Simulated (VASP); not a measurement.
# AlN (P6_3mc) in VASP: a series of runs

Runs on AlN. Level: PBEsol. Tasks: electric field gradients.

All numbers are computed with VASP 6.6.1; they aren't measurements. Logs are shortened: lines on timing, memory, paths and dates and some standing lists are left out, and cuts for length are marked.

### Step 1. The cell of the first run

Symmetry: P6_3mc, No. 186, hexagonal system. Conventional cell: a = 3.090 Å, b = 3.090 Å, c = 4.945 Å, α = 90.00°, β = 90.00°, γ = 120.00°. Al (site symmetry 3m) has 4 N at 1.87 to 1.90 Å within 2.5 Å. N (site symmetry 3m) has 4 Al at 1.87 to 1.90 Å within 2.5 Å.

### Step 2. Electric field gradients, PBEsol (volume scaled by 0.98)

INCAR

```
SYSTEM = AlN
PREC = Accurate ; ENCUT = 520
EDIFF = 1E-8 ; ISMEAR = -1
SIGMA = 0.03 ; LREAL = .FALSE.
LASPH = .TRUE. ; NELM = 60
ALGO = Normal ; ISIF = 2
LWAVE = .FALSE. ; LCHARG = .FALSE.
GGA = PS ; LEFG = .TRUE.
NBANDS = 16
```

KPOINTS

```
Automatic mesh
0
G
  10 10 6
  0 0 0
```

POSCAR

```
AlN
1.0
    3.0901223134      0.0000000000      0.0000000000
   -1.5450611567      2.6761244242      0.0000000000
    0.0000000000      0.0000000000      4.9445895974
Al N
2 2
Direct
    0.3333333333      0.6666666667      0.0000000000
    0.6666666667      0.3333333333      0.5000000000
    0.3333333333      0.6666666667      0.3850000000
    0.6666666667      0.3333333333      0.8850000000
```

Potentials or basis: VASP PAW PBE potentials, release 64 (Al, N).

Started as:

```sh
> cat potpaw_PBE.64/Al/POTCAR potpaw_PBE.64/N/POTCAR > POTCAR
> mpirun -np 1 vasp_std > vasp.out
```

OUTCAR:

```text
SYSTEM = AlN
   PREC = Accurate
   ENCUT = 520
   EDIFF = 1E-8
   ISMEAR = -1
   LREAL = .FALSE.
   LASPH = .TRUE.
   NELM = 60
   ISIF = 2
   GGA = PS

 ion  position               nearest neighbor table
   1  0.333  0.667  0.000-   4 1.87   4 1.87   4 1.87   3 1.90   2 3.05   2 3.05   2 3.05   2 3.05
                             2 3.05   2 3.05
   2  0.667  0.333  0.500-   3 1.87   3 1.87   3 1.87   4 1.90   1 3.05   1 3.05   1 3.05   1 3.05
                             1 3.05   1 3.05
   3  0.333  0.667  0.385-   2 1.87   2 1.87   2 1.87   1 1.90
   4  0.667  0.333  0.885-   1 1.87   1 1.87   1 1.87   2 1.90

  LATTYP: Found a hexagonal cell.
 ALAT       =     3.0901223134
 C/A-ratio  =     1.6001274694

  Lattice vectors:

 A1 = (   3.0901223134,   0.0000000000,   0.0000000000)
 A2 = (  -1.5450611567,   2.6761244242,   0.0000000000)
 A3 = (   0.0000000000,   0.0000000000,   4.9445895974)

Analysis of symmetry for initial positions (statically):
=====================================================================
 Subroutine PRICEL returns:
 Original cell was already a primitive cell.

 Routine SETGRP: Setting up the symmetry group for a
 hexagonal supercell.

 Subroutine GETGRP returns: Found 12 space group operations
 (whereof  6 operations were pure point group operations)
 out of a pool of 24 trial point group operations.

The static configuration has the point symmetry C_3v.
 The point group associated with its full space group is C_6v.

Analysis of symmetry for dynamics (positions and initial velocities):
=====================================================================
 Subroutine PRICEL returns:
 Original cell was already a primitive cell.

 Routine SETGRP: Setting up the symmetry group for a
 hexagonal supercell.

 Subroutine GETGRP returns: Found 12 space group operations
 (whereof  6 operations were pure point group operations)
 out of a pool of 24 trial point group operations.

The dynamic configuration has the point symmetry C_3v.
 The point group associated with its full space group is C_6v.

 Subroutine INISYM returns: Found 12 space group operations
 (whereof  6 operations are pure point group operations),
 and found     1 'primitive' translations

----------------------------------------------------------------------------------------

                                     Primitive cell

  volume of cell :      40.8895

  direct lattice vectors                    reciprocal lattice vectors
     3.090122313  0.000000000  0.000000000     0.323611786  0.186837352  0.000000000
    -1.545061157  2.676124424  0.000000000     0.000000000  0.373674703  0.000000000
     0.000000000  0.000000000  4.944589597     0.000000000  0.000000000  0.202241254

  length of vectors
     3.090122313  3.090122313  4.944589597     0.373674703  0.373674703  0.202241254

  position of ions in fractional coordinates (direct lattice)
     0.333333333  0.666666667  0.000000000
     0.666666667  0.333333333  0.500000000
     0.333333333  0.666666667  0.385000000
     0.666666667  0.333333333  0.885000000

  ion indices of the primitive-cell ions
   primitive index   ion index
                 1           1
                 2           2
                 3           3
                 4           4

----------------------------------------------------------------------------------------

 KPOINTS: Automatic mesh

Automatic generation of k-mesh.
 Grid dimensions read from file:
 generate k-points for:   10   10    6

 Generating k-lattice:

  Cartesian coordinates                     Fractional coordinates (reciprocal lattice)
     0.032361179  0.018683735  0.000000000     0.100000000  0.000000000  0.000000000
     0.000000000  0.037367470  0.000000000     0.000000000  0.100000000  0.000000000
     0.000000000  0.000000000  0.033706876     0.000000000  0.000000000  0.166666667

  Length of vectors
     0.037367470  0.037367470  0.033706876

  Shift w.r.t. Gamma in fractional coordinates (k-lattice)
     0.000000000  0.000000000  0.000000000

 Subroutine IBZKPT returns following result:
 ===========================================

 Found     56 irreducible k-points:

 Following reciprocal coordinates:
            Coordinates               Weight
  0.000000  0.000000  0.000000      1.000000
  0.100000 -0.000000  0.000000      6.000000
  0.200000 -0.000000  0.000000      6.000000
  0.300000  0.000000  0.000000      6.000000
  0.400000  0.000000  0.000000      6.000000
  0.500000  0.000000  0.000000      3.000000
[... 16 lines left out ...]
  0.300000  0.100000  0.166667     24.000000
  0.400000  0.100000  0.166667     24.000000
 [... further k-points ...]
   k-points           NKPTS =     56   k-points in BZ     NKDIM =     56   number of bands    NBANDS=     16
   number of dos      NEDOS =    301   number of ions     NIONS =      4
   total plane-waves  NPLWV =  23040
   dimension x,y,z NGX =    24 NGY =   24 NGZ =   40
   dimension x,y,z NGXF=    48 NGYF=   48 NGZF=   80
   ions per type =               2   2
   NGX,Y,Z   is equivalent  to a cutoff of  12.91, 12.91, 13.45 a.u.
   NGXF,Y,Z  is equivalent  to a cutoff of  25.82, 25.82, 26.90 a.u.
 SYSTEM =  AlN
   PREC   = accura    normal or accurate (medium, high low for compatibility)
   ISTART =      0    job   : 0-new  1-cont  2-samecut
   ICHARG =      2    charge: 1-file 2-atom 10-const
   ISPIN  =      1    spin polarized calculation?
   LNONCOLLINEAR =      F non collinear calculations
   LSORBIT =      F    spin-orbit coupling
   LASPH  =      T    aspherical Exc in radial PAW
   ENCUT  =  520.0 eV  38.22 Ry    6.18 a.u.   5.75  5.75  9.19*2*pi/ulx,y,z
   NELM   =     60;   NELMIN=  2; NELMDL= -5     # of ELM steps
   EDIFF  = 0.1E-07   stopping-criterion for ELM
   LREAL  =      F    real-space projection
   EDIFFG = 0.1E-06   stopping-criterion for IOM
   NSW    =      0    number of steps for IOM
   IBRION =     -1    ionic relax: 0-MD 1-quasi-New 2-CG
   NFREE  =      0    steps in history (QN), initial steepest desc. (CG)
   ISIF   =      2    stress and relaxation
   ISYM   =      2    0-nonsym 1-usesym 2-fastsym
   POTIM  = 0.5000    time-step for ionic-motion
   TEBEG  =    0.0;   TEEND  =   0.0 temperature during run
   PSTRESS=    0.0 pullay stress
   NELECT =      16.0000    total number of electrons
   NUPDOWN=      -1.0000    fix difference up-down
   EMIN   =  10.00;   EMAX   =-10.00  energy-range for DOS
   EFERMI =   0.00;   METHOD = LEGACY
   ISMEAR =    -1;   SIGMA  =   0.03  broadening in eV -4-tet -1-fermi 0-gaus
   EFERMI_NEDOS =   21; number of points for ismear=-14 and -15
   IALGO  =     38    algorithm
   IMIX   =      4    mixing-type and parameters
     AMIX     =   0.40;   BMIX     =  1.00
     AMIX_MAG =   1.60;   BMIX_MAG =  1.00
  volume/ion in A,a.u.               =      10.22        68.98
  Fermi-wavevector in a.u.,A,eV,Ry     =   1.197413  2.262783 19.508015  1.433799
  Thomas-Fermi vector in A             =   2.333329
   LORBIT       =      0    0 simple, 1 ext, 2 COOP (PROOUT), +10 PAW based schemes
   GGA     = PS    functional components
   LHFCALC =     F    Hartree Fock is set to
   AEXX    =    0.0000 exact exchange contribution
   IVDW    =     0    specifies the selected vdW correction
   LEPSILON=     F    determine dielectric tensor
   LRPA    =     F    only Hartree local field effects (RPA)
 non-spin polarized calculation
  energy-cutoff  :      520.00
  volume of cell :       40.89
 maximum number of plane-waves:      1124
 NGX is ok and might be reduce to    24
   NGX = 11   NGY = 11   NGZ = 19

 number of electron      15.9999997 magnetization

 Free energy of the ion-electron system (eV)
  ---------------------------------------------------
  ext. energy  EPLUGINS =         0.00000000
  ---------------------------------------------------
  free energy    TOTEN  =       -31.29518880 eV

  energy without entropy =      -31.29518880  energy(sigma->0) =      -31.29518880

 E-fermi :   6.9667     XC(G=0): -11.2005

 val. band max:        6.3237482168   @ k =   0.0000   0.0000   0.0000
 cond. band min:      10.5921258801   @ k =   0.0000   0.0000   0.0000
 fundamental gap:      4.2683776634
 Fermi energy:         6.9666712429

 k-point     1 :       0.0000    0.0000    0.0000
  band No.  band energies     occupation
      1      -9.0282      2.00000
      2      -6.7764      2.00000
      3       0.1348      2.00000
      4       5.3640      2.00000
      5       5.3641      2.00000
      6       6.0244      2.00000
[... 8 lines left out ...]
     15      19.4915      0.00000
     16      19.4915      0.00000

 k-point     2 :       0.1000   -0.0000    0.0000
  band No.  band energies     occupation
      1      -8.8962      2.00000
      2      -6.7013      2.00000
      3       0.2898      2.00000
      4       4.7733      2.00000
      5       5.1963      2.00000
      6       5.4583      2.00000
[... 8 lines left out ...]
     15      19.4180      0.00000
     16      19.5491      0.00000

 k-point     3 :       0.2000   -0.0000    0.0000
  band No.  band energies     occupation
      1      -8.5170      2.00000
      2      -6.5052      2.00000
      3       0.7436      2.00000
      4       3.4401      2.00000
      5       4.3402      2.00000
      6       4.8336      2.00000
[... 8 lines left out ...]
     15      18.6366      0.00000
     16      18.9928      0.00000

 k-point     4 :       0.3000    0.0000    0.0000
  band No.  band energies     occupation
      1      -7.9474      2.00000
      2      -6.2833      2.00000
      3       1.4546      2.00000
      4       2.0519      2.00000
      5       3.2051      2.00000
      6       4.4652      2.00000
[... 8 lines left out ...]
     15      18.4616      0.00000
     16      20.3054      0.00000
[... 324 lines left out ...]
 k-point    22 :       0.2000    0.1000    0.1667
  band No.  band energies     occupation
      1      -8.0674      2.00000
      2      -6.5112      2.00000
      3       1.3017      2.00000
      4       2.8860      2.00000
      5       3.3579      2.00000
      6       4.5639      2.00000
[... 8 lines left out ...]
     15      18.8015      0.00000
     16      20.0667      0.00000

 k-point    23 :       0.3000    0.1000    0.1667
  band No.  band energies     occupation
      1      -7.4728      2.00000
      2      -6.2939      2.00000
      3       1.2449      2.00000
      4       2.1227      2.00000
      5       2.8862      2.00000
      6       4.0777      2.00000
[... 8 lines left out ...]
     15      18.7517      0.00000
     16      20.8061      0.00000

 k-point    24 :       0.4000    0.1000    0.1667
  band No.  band energies     occupation
      1      -6.9509      2.00000
      2      -6.2534      2.00000
      3       0.7191      2.00000
      4       1.7708      2.00000
      5       3.1361      2.00000
      6       3.9143      2.00000
[... 8 lines left out ...]
     15      18.9212      0.00000
     16      21.3202      0.00000

 [... further k-points ...]
[... 5 lines left out ...]
  --------------------------------------------------------------------------------------
  -------------------------------------------------------------------------------------
  Total        1.4535139      1.4535139      0.8049797      0.0000000      0.0000000      0.0000000
  in kB       56.9531226     56.9531226     31.5415698      0.0000000      0.0000000      0.0000000
  external PRESSURE =      48.4826050 kB  Pullay stress =       0.0000000 kB

 VOLUME and BASIS-vectors are now :
 -----------------------------------------------------------------------------
  energy-cutoff  :      520.00
  volume of cell :       40.89
      direct lattice vectors                 reciprocal lattice vectors
     3.090122313  0.000000000  0.000000000     0.323611786  0.186837352  0.000000000
    -1.545061157  2.676124424  0.000000000     0.000000000  0.373674703  0.000000000
     0.000000000  0.000000000  4.944589597     0.000000000  0.000000000  0.202241254

 POSITION                                       TOTAL-FORCE (eV/Angst)
 -----------------------------------------------------------------------------------
     -0.00000      1.78408      0.00000        -0.000000      0.000000      0.178943
      1.54506      0.89204      2.47229         0.000000      0.000000      0.178943
     -0.00000      1.78408      1.90367         0.000000      0.000000     -0.178943
      1.54506      0.89204      4.37596        -0.000000     -0.000000     -0.178943
 -----------------------------------------------------------------------------------
    total drift:                                0.000000      0.000000     -0.000479

  FREE ENERGIE OF THE ION-ELECTRON SYSTEM (eV)
  ---------------------------------------------------
  free  energy   TOTEN  =       -31.2951888005 eV

  energy  without entropy=      -31.2951888005  energy(sigma->0) =      -31.29518880

 Electric field gradients (V/A^2)
---------------------------------------------------------------------
 ion       V_xx      V_yy      V_zz      V_xy      V_xz      V_yz
---------------------------------------------------------------------
   1      -4.373    -4.373     8.747     0.000    -0.000     0.000
   2      -4.373    -4.373     8.747     0.000     0.000    -0.000
   3      -0.427    -0.427     0.854     0.000    -0.000     0.000
   4      -0.427    -0.427     0.854     0.000     0.000    -0.000
---------------------------------------------------------------------

 Electric field gradients after diagonalization (V/A^2)
 (convention: |V_zz| > |V_xx| > |V_yy|)
----------------------------------------------------------------------
 ion       V_xx      V_yy      V_zz     asymmetry (V_yy - V_xx)/ V_zz
----------------------------------------------------------------------
   1      -4.373    -4.373     8.747       0.000
   2      -4.373    -4.373     8.747       0.000
   3      -0.427    -0.427     0.854       0.000
   4      -0.427    -0.427     0.854       0.000
----------------------------------------------------------------------

           NMR quadrupolar parameters

 Cq : quadrupolar parameter    Cq=e*Q*V_zz/h
 eta: asymmetry parameters     (V_yy - V_xx)/ V_zz
 Q  : nuclear electric quadrupole moment in mb (millibarn)
----------------------------------------------------------------------
 ion       Cq(MHz)       eta       Q (mb)
----------------------------------------------------------------------
   1       0.021       0.000       1.000
   2       0.021       0.000       1.000
   3       0.002       0.000       1.000
   4       0.002       0.000       1.000
----------------------------------------------------------------------
```

Run time: 28 s. Hardware: 1 thread of Intel Xeon Platinum 8259CL at 2.50GHz (Skylake/Cascade Lake), shared host; peak memory 0.17 GiB.

What came out:

| Property | Result |
| --- | --- |
| Free energy | -31.2952 eV |
| Pressure | 4.8 GPa |
| Largest force | 0.179 eV/Å |
| Band gap on the k mesh | 4.27 eV, direct |

Forces in eV/Å, atoms in the order of the input:
```
Al   0.000  0.000  0.179
Al   0.000  0.000  0.179
N    0.000  0.000 -0.179
N    0.000  0.000 -0.179
```

Electric field gradients, principal values (V/Å²):
| atom | least | middle | greatest (by size) |
| --- | --- | --- | --- |
| 1 Al | -4.373 | -4.373 | 8.747 |
| 2 Al | -4.373 | -4.373 | 8.747 |
| 3 N | -0.427 | -0.427 | 0.854 |
| 4 N | -0.427 | -0.427 | 0.854 |

Caveat: without QUAD_EFG the Cq values of the log hold for a quadrupole moment of 1 mb, not for the nuclei; the PAW data sets were made with another functional, which shifts forces and pressure a little. A k mesh can miss the band edges.

### Step 3. Electric field gradients, PBEsol (volume scaled by 1.01)

INCAR

```
PREC = Accurate
ENCUT = 520
EDIFF = 1E-8
ISMEAR = -1
SIGMA = 0.03
LREAL = F
LASPH = T
NELM = 100
ALGO = Normal
ISIF = 2
LWAVE = F
LCHARG = F
GGA = PS
LEFG = T
NBANDS = 16
```

KPOINTS

```
regular mesh
0
Gamma
  10 10 6
```

POSCAR

```
AlN
1.0
    3.1213377828      0.0000000000      0.0000000000
   -1.5606688914      2.7031578137      0.0000000000
    0.0000000000      0.0000000000      4.9945383275
Al N
2 2
Direct
    0.3333333333      0.6666666667      0.0000000000
    0.6666666667      0.3333333333      0.5000000000
    0.3333333333      0.6666666667      0.3850000000
    0.6666666667      0.3333333333      0.8850000000
```

Potentials or basis: VASP PAW PBE potentials, release 64 (Al, N).

Started as:

```sh
> cat potpaw_PBE.64/Al/POTCAR potpaw_PBE.64/N/POTCAR > POTCAR
> mpirun -np 1 vasp_std > vasp.out
```

OUTCAR:

```text
PREC = Accurate
   ENCUT = 520
   EDIFF = 1E-8
   ISMEAR = -1
   LREAL = F
   LASPH = T
   NELM = 100
   ISIF = 2
   GGA = PS

 ion  position               nearest neighbor table
   1  0.333  0.667  0.000-   4 1.89   4 1.89   4 1.89   3 1.92   2 3.08   2 3.08   2 3.08   2 3.08
                             2 3.08   2 3.08
   2  0.667  0.333  0.500-   3 1.89   3 1.89   3 1.89   4 1.92   1 3.08   1 3.08   1 3.08   1 3.08
                             1 3.08   1 3.08
   3  0.333  0.667  0.385-   2 1.89   2 1.89   2 1.89   1 1.92
   4  0.667  0.333  0.885-   1 1.89   1 1.89   1 1.89   2 1.92

  LATTYP: Found a hexagonal cell.
 ALAT       =     3.1213377828
 C/A-ratio  =     1.6001274694
[... 688 lines left out ...]
 ion       V_xx      V_yy      V_zz      V_xy      V_xz      V_yz
---------------------------------------------------------------------
   1      -4.206    -4.206     8.413     0.000     0.000    -0.000
   2      -4.206    -4.206     8.413     0.000    -0.000     0.000
   3      -0.309    -0.310     0.619    -0.000     0.000    -0.000
   4      -0.309    -0.310     0.619    -0.000    -0.000     0.000
---------------------------------------------------------------------

 Electric field gradients after diagonalization (V/A^2)
 (convention: |V_zz| > |V_xx| > |V_yy|)
----------------------------------------------------------------------
 ion       V_xx      V_yy      V_zz     asymmetry (V_yy - V_xx)/ V_zz
----------------------------------------------------------------------
   1      -4.206    -4.206     8.413       0.000
   2      -4.206    -4.206     8.413       0.000
   3      -0.310    -0.309     0.619       0.001
   4      -0.310    -0.309     0.619       0.001
----------------------------------------------------------------------

           NMR quadrupolar parameters

 Cq : quadrupolar parameter    Cq=e*Q*V_zz/h
 eta: asymmetry parameters     (V_yy - V_xx)/ V_zz
 Q  : nuclear electric quadrupole moment in mb (millibarn)
----------------------------------------------------------------------
 ion       Cq(MHz)       eta       Q (mb)
----------------------------------------------------------------------
   1       0.020       0.000       1.000
   2       0.020       0.000       1.000
   3       0.001       0.001       1.000
   4       0.001       0.001       1.000
----------------------------------------------------------------------
```

It took 28 s on 1 thread of Intel Xeon Platinum 8259CL at 2.50GHz (Skylake/Cascade Lake), shared host; peak memory 0.17 GiB.

What came out:

```
Free energy            : -31.3085 eV
Pressure               : -1.5 GPa
Largest force          : 0.177 eV/Å
Band gap on the k mesh : 4.00 eV, direct
```

Forces on the atoms (eV/Å):
```
Al   0.000  0.000  0.177
Al   0.000  0.000  0.177
N    0.000  0.000 -0.177
N    0.000  0.000 -0.177
```

Electric field gradients, principal values (V/Å²):
```tsv
atom	least	middle	greatest (by size)
1 Al	-4.206	-4.206	8.413
2 Al	-4.206	-4.206	8.413
3 N	-0.309	-0.310	0.619
4 N	-0.309	-0.310	0.619
```

Caveat: without QUAD_EFG the Cq values of the log hold for a quadrupole moment of 1 mb, not for the nuclei; the PAW data sets were made with another functional, which shifts forces and pressure a little.

(Continued in part 2 of 2.)
